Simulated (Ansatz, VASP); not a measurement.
## Two plane-wave programs on CdSe

```
CELL_PARAMETERS angstrom
4.24755 0.00000 0.00000
-2.12377 3.67848 0.00000
0.00000 0.00000 6.94145
ATOMIC_POSITIONS crystal
Cd 0.66667 0.33333 0.50026
Cd 0.33333 0.66667 0.00026
Se 0.66667 0.33333 0.87560
Se 0.33333 0.66667 0.37560
```

Alike in both runs: task relaxation of cell and atoms; functional LDA; k mesh 10 × 10 × 4; no spin polarisation.

```csv
,VASP,Ansatz
version,VASP 6.6.1,Ansatz 0.2.0
potentials or method,"VASP PAW LDA potentials, release 64 (Cd, Se), cutoff 600 eV","scalar-relativistic, plane waves, PAW"
occupations,"gaussian, width 0.01 eV",fixed
valence electrons in the cell,36,72
```

```csv
,VASP,Ansatz,Ansatz less VASP
"gap on the k mesh at the Fermi level, each at its own relaxed structure (eV)",0.48,0.46,-0.016
relaxed volume (Å³/atom),27.32,27.11,-0.207
relaxed length of the cell vector where the two differ most in proportion (Å),6.960,6.941,-0.0181
```

Ansatz warns that its potentials were made for another functional, while VASP's fit it. LDA's correlation is that of Perdew and Zunger in VASP and of Perdew and Wang (1992) in Ansatz. VASP's potentials hold 36 valence electrons a cell and Ansatz's 72, so a difference there can come from the potentials and not from the codes.
